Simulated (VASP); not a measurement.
# Ge (Fd-3m) in VASP: a series of runs, part 2 of 2

VASP 6.6.1. Earlier steps stand in the parts before.

## 3. Relaxation of cell and atoms, PBE

The input, INCAR:

```
PREC     = Accurate       # precision mode
ENCUT    = 600            # plane-wave cutoff, eV
EDIFF    = 1E-7           # SCF threshold, eV
ISMEAR   = 0              # smearing method
SIGMA    = 0.05           # smearing width, eV
LREAL    = F              # projectors in reciprocal space
LASPH    = T              # aspherical terms in the spheres
NELM     = 80             # most SCF steps
ALGO     = Normal         # electronic algorithm
ISIF     = 3              # what is computed and relaxed
LWAVE    = F              # write WAVECAR
LCHARG   = F              # write CHGCAR
GGA      = PE             # functional
IBRION   = 2              # ionic algorithm
NSW      = 80             # ionic steps
EDIFFG   = -0.003         # ionic threshold
```

The input, KPOINTS:

```
Automatic mesh
0
Gamma
  4 4 4
```

The input, POSCAR:

```
Ge
1.0
    5.7612000000      0.0000000000      0.0000000000
    0.0000000000      5.7612000000      0.0000000000
    0.0000000000      0.0000000000      5.7612000000
Ge
8
Direct
    0.0000000000      0.0000000000      0.0000000000
    0.0000000000      0.5000000000      0.5000000000
    0.5000000000      0.0000000000      0.5000000000
    0.5000000000      0.5000000000      0.0000000000
    0.2500000000      0.2500000000      0.2500000000
    0.2500000000      0.7500000000      0.7500000000
    0.7500000000      0.2500000000      0.7500000000
    0.7500000000      0.7500000000      0.2500000000
```

Potentials or basis: VASP PAW PBE potentials, release 64 (Ge_d).

Run with:

```console
cat potpaw_PBE.64/Ge_d/POTCAR > POTCAR
mpirun -np 1 vasp_std > vasp.out
```

OUTCAR:

```text
PREC = Accurate
   ENCUT = 600
   EDIFF = 1E-7
   ISMEAR = 0
   LREAL = F
   LASPH = T
   NELM = 80
   ISIF = 3
   GGA = PE
   IBRION = 2
   NSW = 80
   EDIFFG = -0.003

 ion  position               nearest neighbor table
   1  0.000  0.000  0.000-   5 2.49   6 2.49   7 2.49   8 2.49
   2  0.000  0.500  0.500-   5 2.49   6 2.49   7 2.49   8 2.49
   3  0.500  0.000  0.500-   5 2.49   6 2.49   7 2.49   8 2.49
   4  0.500  0.500  0.000-   5 2.49   6 2.49   7 2.49   8 2.49
   5  0.250  0.250  0.250-   1 2.49   2 2.49   3 2.49   4 2.49
   6  0.250  0.750  0.750-   1 2.49   2 2.49   3 2.49   4 2.49
   7  0.750  0.250  0.750-   1 2.49   2 2.49   3 2.49   4 2.49
   8  0.750  0.750  0.250-   1 2.49   2 2.49   3 2.49   4 2.49

  LATTYP: Found a simple cubic cell.
 ALAT       =     5.7612000000

  Lattice vectors:

 A1 = (   5.7612000000,   0.0000000000,   0.0000000000)
 A2 = (   0.0000000000,   5.7612000000,   0.0000000000)
 A3 = (   0.0000000000,   0.0000000000,   5.7612000000)

Analysis of symmetry for initial positions (statically):
=====================================================================
 Subroutine PRICEL returns following result:

  LATTYP: Found a face centered cubic cell.
 ALAT       =     5.7612000000

  Lattice vectors:

 A1 = (   2.8806000000,  -2.8806000000,   0.0000000000)
 A2 = (   2.8806000000,   0.0000000000,   2.8806000000)
 A3 = (   0.0000000000,  -2.8806000000,   2.8806000000)

   4 primitive cells build up your supercell.

 Routine SETGRP: Setting up the symmetry group for a
 simple cubic supercell.

 Subroutine GETGRP returns: Found 48 space group operations
 (whereof 24 operations were pure point group operations)
 out of a pool of 48 trial point group operations.

[... 191 lines left out ...]
      4.32090      4.32090      1.44030         0.000000      0.000000      0.000000
 -----------------------------------------------------------------------------------
    total drift:                                0.000000     -0.000000      0.000000

  FREE ENERGIE OF THE ION-ELECTRON SYSTEM (eV)
  ---------------------------------------------------
  free  energy   TOTEN  =       -36.1009310331 eV

  energy  without entropy=      -36.0984544542  energy(sigma->0) =      -36.09969274

--------------------------------------- Ionic step        2  -------------------------------------------

 number of electron     112.0000028 magnetization

 Free energy of the ion-electron system (eV)
  ---------------------------------------------------
  ext. energy  EPLUGINS =         0.00000000
  ---------------------------------------------------
  free energy    TOTEN  =       -36.10101729 eV

  energy without entropy =      -36.09847666  energy(sigma->0) =      -36.09974697

 E-fermi :   4.4502     XC(G=0):  -9.6583

 val. band max:        4.0990204302   @ k =   0.2500   0.2500   0.0000
 cond. band min:       4.4602741564   @ k =   0.0000   0.0000   0.0000
 fundamental gap:      0.3612537261
 Fermi energy:         4.4501793474

 k-point     1 :       0.0000    0.0000    0.0000
  band No.  band energies     occupation
      1     -20.3105      2.00000
      2     -20.3105      2.00000
      3     -20.3105      2.00000
      4     -20.3105      2.00000
      5     -20.3105      2.00000
      6     -20.3105      2.00000
[... 689 lines left out ...]
     66       8.1751      0.00000
     67       8.1751      0.00000

------------------------ aborting loop because EDIFF is reached ----------------------------------------

  FORCE on cell =-STRESS in cart. coord.  units (eV):
  Direction    XX          YY          ZZ          XY          YZ          ZX
  --------------------------------------------------------------------------------------
  -------------------------------------------------------------------------------------
  Total       -0.0084757     -0.0084757     -0.0084757      0.0000000      0.0000000     -0.0000000
  in kB       -0.0708651     -0.0708651     -0.0708651      0.0000000      0.0000000     -0.0000000
  external PRESSURE =      -0.0708651 kB  Pullay stress =       0.0000000 kB

 VOLUME and BASIS-vectors are now :
 -----------------------------------------------------------------------------
  energy-cutoff  :      600.00
  volume of cell :      191.63
      direct lattice vectors                 reciprocal lattice vectors
     5.765249649 -0.000000000  0.000000000     0.173453026 -0.000000000  0.000000000
     0.000000000  5.765249649  0.000000000     0.000000000  0.173453026 -0.000000000
    -0.000000000  0.000000000  5.765249649    -0.000000000 -0.000000000  0.173453026

 POSITION                                       TOTAL-FORCE (eV/Angst)
 -----------------------------------------------------------------------------------
      5.76525      0.00000      5.76525        -0.000000      0.000000     -0.000000
      5.76525      2.88262      2.88262        -0.000000      0.000000     -0.000000
      2.88262      0.00000      2.88262        -0.000000      0.000000      0.000000
      2.88262      2.88262      5.76525        -0.000000      0.000000      0.000000
      1.44131      1.44131      1.44131         0.000000     -0.000000      0.000000
      1.44131      4.32394      4.32394         0.000000     -0.000000      0.000000
      4.32394      1.44131      4.32394         0.000000     -0.000000      0.000000
      4.32394      4.32394      1.44131        -0.000000     -0.000000     -0.000000
 -----------------------------------------------------------------------------------
    total drift:                                0.000000     -0.000000     -0.000000

  FREE ENERGIE OF THE ION-ELECTRON SYSTEM (eV)
  ---------------------------------------------------
  free  energy   TOTEN  =       -36.1010172887 eV

  energy  without entropy=      -36.0984766585  energy(sigma->0) =      -36.09974697

 reached required accuracy - stopping structural energy minimisation
```

It took 2.8 min on 1 thread of Intel Xeon Platinum 8488C (Sapphire Rapids), shared host; peak memory 0.37 GiB.

Results:

* Free energy: -36.1010 eV
* Relaxed volume: 23.95 Å³/atom
* Relaxed cell: a = 5.765 Å, b = 5.765 Å, c = 5.765 Å, α = 90.00°, β = 90.00°, γ = 90.00°
* Space group after relaxing (to 0.05 Å): Fd-3m (No. 227)
* Energy gained by relaxing: 0.0 meV/atom
* Ionic steps: 2
* Pressure after relaxing: 0.0 GPa
* Band gap on the k mesh: zero (filled and empty bands touch)

Final structure:
```
Ge
1.0
     5.76525    0.00000    0.00000
     0.00000    5.76525    0.00000
     0.00000    0.00000    5.76525
Ge
8
Direct
  0.00000 0.00000 0.00000
  0.00000 0.50000 0.50000
  0.50000 0.00000 0.50000
  0.50000 0.50000 0.00000
  0.25000 0.25000 0.25000
  0.25000 0.75000 0.75000
  0.75000 0.25000 0.75000
  0.75000 0.75000 0.25000
```
